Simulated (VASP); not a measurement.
# AlFe (Pm-3m) in VASP: single point with PBE

Aim: the single point of AlFe with PBE.

All numbers are computed with VASP 6.6.1; they aren't measurements. Logs are shortened: lines on timing, memory, paths and dates and some standing lists are left out, and cuts for length are marked.

### 1 The cell of the first run

Symmetry: Pm-3m, No. 221, cubic system. Conventional cell: a = 2.967 Å, b = 2.967 Å, c = 2.967 Å, α = 90.00°, β = 90.00°, γ = 90.00°. Within 3.4 Å of Al (site symmetry m-3m) lie 8 Fe at 2.57 Å and 6 Al at 2.97 Å. Fe (site symmetry m-3m) has 8 Al at 2.57 Å and 6 Fe at 2.97 Å within 3.4 Å.

### 2 Single point, PBE, collinear spin, ferromagnetic start (13.06 Å³/atom)

INCAR

```
ALGO = Normal
EDIFF = 1E-6
ENCUT = 520
GGA = PE
ISIF = 2
ISMEAR = -1
ISPIN = 2
LASPH = T
LCHARG = F
LMAXMIX = 4
LORBIT = 11
LREAL = F
LWAVE = F
MAGMOM = 0 3
NBANDS = 16
NELM = 150
PREC = Accurate
SIGMA = 0.05
```

KPOINTS

```
k-points
0
Gamma
  12 12 12
```

POSCAR

```
AlFe
1.0
    2.9670733132      0.0000000000      0.0000000000
    0.0000000000      2.9670733132      0.0000000000
    0.0000000000      0.0000000000      2.9670733132
Al Fe
1 1
Direct
    0.0000000000      0.0000000000      0.0000000000
    0.5000000000      0.5000000000      0.5000000000
```

Potentials or basis: VASP PAW PBE potentials, release 64 (Al, Fe).

Run with:

```console
cat potpaw_PBE.64/Al/POTCAR potpaw_PBE.64/Fe/POTCAR > POTCAR
mpirun -np 1 vasp_std > vasp.out
```

OUTCAR:

```text
EDIFF = 1E-6
   ENCUT = 520
   GGA = PE
   ISIF = 2
   ISMEAR = -1
   ISPIN = 2
   LASPH = T
   LORBIT = 11
   LREAL = F
   NELM = 150
   PREC = Accurate

 ion  position               nearest neighbor table
   1  0.000  0.000  0.000-   2 2.57   2 2.57   2 2.57   2 2.57   2 2.57   2 2.57   2 2.57   2 2.57

   2  0.500  0.500  0.500-   1 2.57   1 2.57   1 2.57   1 2.57   1 2.57   1 2.57   1 2.57   1 2.57

  LATTYP: Found a simple cubic cell.
 ALAT       =     2.9670733132

  Lattice vectors:

 A1 = (   2.9670733132,   0.0000000000,   0.0000000000)
 A2 = (   0.0000000000,   2.9670733132,   0.0000000000)
 A3 = (   0.0000000000,   0.0000000000,   2.9670733132)

Analysis of symmetry for initial positions (statically):
=====================================================================
 Subroutine PRICEL returns:
 Original cell was already a primitive cell.

 Routine SETGRP: Setting up the symmetry group for a
 simple cubic supercell.

 Subroutine GETGRP returns: Found 48 space group operations
 (whereof 48 operations were pure point group operations)
 out of a pool of 48 trial point group operations.

The static configuration has the point symmetry O_h .

Analysis of symmetry for dynamics (positions and initial velocities):
=====================================================================
 Subroutine PRICEL returns:
 Original cell was already a primitive cell.

 Routine SETGRP: Setting up the symmetry group for a
 simple cubic supercell.

 Subroutine GETGRP returns: Found 48 space group operations
 (whereof 48 operations were pure point group operations)
 out of a pool of 48 trial point group operations.

The dynamic configuration has the point symmetry O_h .

Analysis of structural, dynamic, and magnetic symmetry:
=====================================================================
 Subroutine PRICEL returns:
 Original cell was already a primitive cell.

 Routine SETGRP: Setting up the symmetry group for a
 simple cubic supercell.

 Subroutine GETGRP returns: Found 48 space group operations
 (whereof 48 operations were pure point group operations)
 out of a pool of 48 trial point group operations.

The overall configuration has the point symmetry O_h .

 Subroutine INISYM returns: Found 48 space group operations
 (whereof 48 operations are pure point group operations),
 and found     1 'primitive' translations

----------------------------------------------------------------------------------------

                                     Primitive cell

  volume of cell :      26.1207

  direct lattice vectors                    reciprocal lattice vectors
     2.967073313  0.000000000  0.000000000     0.337032454  0.000000000  0.000000000
     0.000000000  2.967073313  0.000000000     0.000000000  0.337032454  0.000000000
     0.000000000  0.000000000  2.967073313     0.000000000  0.000000000  0.337032454

  length of vectors
     2.967073313  2.967073313  2.967073313     0.337032454  0.337032454  0.337032454

  position of ions in fractional coordinates (direct lattice)
     0.000000000  0.000000000  0.000000000
     0.500000000  0.500000000  0.500000000

  ion indices of the primitive-cell ions
   primitive index   ion index
                 1           1
                 2           2

----------------------------------------------------------------------------------------

 KPOINTS: k-points

Automatic generation of k-mesh.
 Grid dimensions read from file:
 generate k-points for:   12   12   12

 Generating k-lattice:

  Cartesian coordinates                     Fractional coordinates (reciprocal lattice)
     0.028086038  0.000000000  0.000000000     0.083333333  0.000000000  0.000000000
     0.000000000  0.028086038  0.000000000     0.000000000  0.083333333  0.000000000
     0.000000000  0.000000000  0.028086038     0.000000000  0.000000000  0.083333333

  Length of vectors
     0.028086038  0.028086038  0.028086038

  Shift w.r.t. Gamma in fractional coordinates (k-lattice)
     0.000000000  0.000000000  0.000000000

 Subroutine IBZKPT returns following result:
 ===========================================

 Found     84 irreducible k-points:

 Following reciprocal coordinates:
            Coordinates               Weight
  0.000000  0.000000  0.000000      1.000000
  0.083333  0.000000  0.000000      6.000000
  0.166667  0.000000  0.000000      6.000000
  0.250000  0.000000  0.000000      6.000000
  0.333333  0.000000  0.000000      6.000000
  0.416667  0.000000  0.000000      6.000000
[... 16 lines left out ...]
  0.333333  0.333333  0.000000     12.000000
  0.416667  0.333333  0.000000     24.000000
 [... further k-points ...]
   k-points           NKPTS =     84   k-points in BZ     NKDIM =     84   number of bands    NBANDS=     16
   number of dos      NEDOS =    301   number of ions     NIONS =      2
   total plane-waves  NPLWV =  13824
   dimension x,y,z NGX =    24 NGY =   24 NGZ =   24
   dimension x,y,z NGXF=    48 NGYF=   48 NGZF=   48
   ions per type =               1   1
   NGX,Y,Z   is equivalent  to a cutoff of  13.45, 13.45, 13.45 a.u.
   NGXF,Y,Z  is equivalent  to a cutoff of  26.89, 26.89, 26.89 a.u.
 SYSTEM =  unknown system
   PREC   = accura    normal or accurate (medium, high low for compatibility)
   ISTART =      0    job   : 0-new  1-cont  2-samecut
   ICHARG =      2    charge: 1-file 2-atom 10-const
   ISPIN  =      2    spin polarized calculation?
   LNONCOLLINEAR =      F non collinear calculations
   LSORBIT =      F    spin-orbit coupling
   LASPH  =      T    aspherical Exc in radial PAW
   ENCUT  =  520.0 eV  38.22 Ry    6.18 a.u.   5.52  5.52  5.52*2*pi/ulx,y,z
   NELM   =    150;   NELMIN=  2; NELMDL= -5     # of ELM steps
   EDIFF  = 0.1E-05   stopping-criterion for ELM
   LREAL  =      F    real-space projection
   EDIFFG = 0.1E-04   stopping-criterion for IOM
   NSW    =      0    number of steps for IOM
   IBRION =     -1    ionic relax: 0-MD 1-quasi-New 2-CG
   NFREE  =      0    steps in history (QN), initial steepest desc. (CG)
   ISIF   =      2    stress and relaxation
   ISYM   =      2    0-nonsym 1-usesym 2-fastsym
   POTIM  = 0.5000    time-step for ionic-motion
   TEBEG  =    0.0;   TEEND  =   0.0 temperature during run
   PSTRESS=    0.0 pullay stress
   NELECT =      11.0000    total number of electrons
   NUPDOWN=      -1.0000    fix difference up-down
   EMIN   =  10.00;   EMAX   =-10.00  energy-range for DOS
   EFERMI =   0.00;   METHOD = LEGACY
   ISMEAR =    -1;   SIGMA  =   0.05  broadening in eV -4-tet -1-fermi 0-gaus
   EFERMI_NEDOS =   21; number of points for ismear=-14 and -15
   IALGO  =     38    algorithm
   IMIX   =      4    mixing-type and parameters
     AMIX     =   0.40;   BMIX     =  1.00
     AMIX_MAG =   1.60;   BMIX_MAG =  1.00
  volume/ion in A,a.u.               =      13.06        88.14
  Fermi-wavevector in a.u.,A,eV,Ry     =   1.227093  2.318869 20.487068  1.505757
  Thomas-Fermi vector in A             =   2.362069
   LORBIT       =     11    0 simple, 1 ext, 2 COOP (PROOUT), +10 PAW based schemes
   GGA     = PE    functional components
   LHFCALC =     F    Hartree Fock is set to
   AEXX    =    0.0000 exact exchange contribution
   IVDW    =     0    specifies the selected vdW correction
   LEPSILON=     F    determine dielectric tensor
   LRPA    =     F    only Hartree local field effects (RPA)
 spin polarized calculation
  energy-cutoff  :      520.00
  volume of cell :       26.12
 maximum number of plane-waves:       739
 NGX is ok and might be reduce to    24
   NGX = 11   NGY = 11   NGZ = 11

 number of electron      11.0000009 magnetization       0.7857692

 Free energy of the ion-electron system (eV)
  ---------------------------------------------------
  ext. energy  EPLUGINS =         0.00000000
  ---------------------------------------------------
  free energy    TOTEN  =       -12.55035916 eV

  energy without entropy =      -12.53075775  energy(sigma->0) =      -12.54055845

 E-fermi :   7.1307     XC(G=0): -11.7015

 val. band max:        7.1132412860   @ k =   0.3333   0.1667   0.1667
 cond. band min:       7.1325723285   @ k =   0.1667   0.0833   0.0833
 fundamental gap:      0.0193310426
 Fermi energy:         7.1306674600

 spin component 1

 k-point     1 :       0.0000    0.0000    0.0000
  band No.  band energies     occupation
      1      -2.8038      1.00000
      2       4.8184      1.00000
      3       4.8184      1.00000
      4       6.6000      0.99998
      5       6.6000      0.99998
      6       6.6000      0.99998
[... 8 lines left out ...]
     15      27.6503      0.00000
     16      29.6737      0.00000

 k-point     2 :       0.0833    0.0000    0.0000
  band No.  band energies     occupation
      1      -2.6822      1.00000
      2       4.8054      1.00000
      3       4.8511      1.00000
      4       6.5338      0.99999
      5       6.5338      0.99999
      6       6.6067      0.99997
[... 8 lines left out ...]
     15      27.6495      0.00000
     16      28.2214      0.00000

 k-point     3 :       0.1667    0.0000    0.0000
  band No.  band energies     occupation
      1      -2.3203      1.00000
      2       4.7139      1.00000
      3       4.9421      1.00000
      4       6.3637      1.00000
      5       6.3637      1.00000
      6       6.6251      0.99996
[... 8 lines left out ...]
     15      26.4087      0.00000
     16      27.6470      0.00000
[... 362 lines left out ...]
 k-point    23 :       0.3333    0.3333    0.0000
  band No.  band energies     occupation
      1       0.7366      1.00000
      2       4.1049      1.00000
      3       4.9499      1.00000
      4       5.7517      1.00000
      5       6.0672      1.00000
      6       6.1474      1.00000
[... 8 lines left out ...]
     15      25.6648      0.00000
     16      26.7114      0.00000

 k-point    24 :       0.4167    0.3333    0.0000
  band No.  band energies     occupation
      1       1.5088      1.00000
      2       3.6522      1.00000
      3       5.1245      1.00000
      4       5.6853      1.00000
      5       5.9815      1.00000
      6       6.1471      1.00000
[... 8 lines left out ...]
     15      25.3150      0.00000
     16      28.0833      0.00000

 [... further k-points ...]

 spin component 2

 k-point     1 :       0.0000    0.0000    0.0000
  band No.  band energies     occupation
      1      -2.8173      1.00000
      2       5.2695      1.00000
      3       5.2695      1.00000
      4       7.5409      0.00027
      5       7.5409      0.00027
      6       7.5409      0.00027
[... 8 lines left out ...]
     15      27.6731      0.00000
     16      29.6281      0.00000

 k-point     2 :       0.0833    0.0000    0.0000
  band No.  band energies     occupation
      1      -2.6959      1.00000
      2       5.2411      1.00000
      3       5.3062      1.00000
      4       7.4611      0.00135
      5       7.4611      0.00135
      6       7.5486      0.00023
[... 8 lines left out ...]
     15      27.6671      0.00000
     16      28.2148      0.00000

 k-point     3 :       0.1667    0.0000    0.0000
  band No.  band energies     occupation
      1      -2.3345      1.00000
      2       5.0920      1.00000
      3       5.4089      1.00000
      4       7.2597      0.07045
      5       7.2597      0.07045
      6       7.5696      0.00015
[... 8 lines left out ...]
     15      26.4379      0.00000
     16      27.6503      0.00000
[... 362 lines left out ...]
 k-point    23 :       0.3333    0.3333    0.0000
  band No.  band energies     occupation
      1       0.7445      1.00000
      2       4.4782      1.00000
      3       5.0993      1.00000
      4       6.3083      1.00000
      5       6.9263      0.98349
      6       7.0304      0.88133
[... 8 lines left out ...]
     15      25.6359      0.00000
     16      26.6277      0.00000

 k-point    24 :       0.4167    0.3333    0.0000
  band No.  band energies     occupation
      1       1.5519      1.00000
      2       3.8545      1.00000
      3       5.3551      1.00000
      4       6.1697      1.00000
      5       6.8369      0.99720
      6       7.0278      0.88664
[... 8 lines left out ...]
     15      25.2631      0.00000
     16      28.2086      0.00000

 [... further k-points ...]
[... 5 lines left out ...]
  --------------------------------------------------------------------------------------
  -------------------------------------------------------------------------------------
  Total       -2.1997433     -2.1997433     -2.1997433      0.0000000      0.0000000     -0.0000000
  in kB     -134.9266530   -134.9266530   -134.9266530      0.0000000      0.0000000     -0.0000000
  external PRESSURE =    -134.9266530 kB  Pullay stress =       0.0000000 kB

 VOLUME and BASIS-vectors are now :
 -----------------------------------------------------------------------------
  energy-cutoff  :      520.00
  volume of cell :       26.12
      direct lattice vectors                 reciprocal lattice vectors
     2.967073313  0.000000000  0.000000000     0.337032454  0.000000000  0.000000000
     0.000000000  2.967073313  0.000000000     0.000000000  0.337032454  0.000000000
     0.000000000  0.000000000  2.967073313     0.000000000  0.000000000  0.337032454

 POSITION                                       TOTAL-FORCE (eV/Angst)
 -----------------------------------------------------------------------------------
      0.00000      0.00000      0.00000         0.000000      0.000000      0.000000
      1.48354      1.48354      1.48354         0.000000      0.000000      0.000000
 -----------------------------------------------------------------------------------
    total drift:                                0.000000     -0.000000     -0.000000

  FREE ENERGIE OF THE ION-ELECTRON SYSTEM (eV)
  ---------------------------------------------------
  free  energy   TOTEN  =       -12.5503591583 eV

  energy  without entropy=      -12.5307577458  energy(sigma->0) =      -12.54055845

 total charge

# of ion       s       p       d       tot
------------------------------------------
    1        0.390   0.396   0.000   0.785
    2        0.396   0.434   6.405   7.235
--------------------------------------------------
tot          0.786   0.829   6.405   8.020

 magnetization (x)

# of ion       s       p       d       tot
------------------------------------------
    1       -0.010  -0.019   0.000  -0.029
    2       -0.001   0.006   0.843   0.848
--------------------------------------------------
tot         -0.011  -0.014   0.843   0.819
```

It took 25 s on 1 thread of Intel Xeon Platinum 8488C (Sapphire Rapids), shared host; peak memory 0.19 GiB.

Results:

```
Free energy                                           : -12.5504 eV
Pressure                                              : -13.5 GPa
Net moment                                            : 0.79 μB per cell
Site moments                                          : Al -0.03; Fe +0.85 μB
Valence electrons inside the program's atomic spheres : Al 0.79; Fe 7.24
```

Levels at points of the mesh, in eV from the Fermi level:
Spin up:
| k point | band 4 | band 5 | band 6 | band 7 | band 8 | band 9 |
| --- | --- | --- | --- | --- | --- | --- |
| (0.00, 0.00, 0.00) | -0.53 | -0.53 | -0.53 | 5.76 | 5.76 | 5.76 |
| (0.50, 0.00, 0.00) | -1.35 | -1.35 | -0.43 | 0.59 | 8.47 | 10.37 |
| (0.50, 0.50, 0.00) | -2.07 | -1.13 | -1.13 | 0.21 | 2.74 | 3.27 |
| (0.50, 0.50, 0.50) | 0.24 | 0.24 | 2.79 | 2.79 | 2.79 | 3.34 |
Spin down:
| k point | band 2 | band 3 | band 4 | band 5 | band 6 | band 7 | band 8 | band 9 |
| --- | --- | --- | --- | --- | --- | --- | --- | --- |
| (0.00, 0.00, 0.00) | -1.86 | -1.86 | 0.41 | 0.41 | 0.41 | 5.77 | 5.77 | 5.77 |
| (0.50, 0.00, 0.00) | -5.64 | -1.26 | -0.53 | -0.53 | 0.53 | 1.20 | 8.33 | 10.45 |
| (0.50, 0.50, 0.00) | -2.09 | -2.09 | -2.02 | -0.27 | -0.27 | 0.86 | 3.14 | 3.89 |
| (0.50, 0.50, 0.50) | -2.92 | -2.92 | 0.90 | 0.90 | 2.85 | 2.85 | 2.85 | 3.24 |

Caveat: the cell stands under tension.
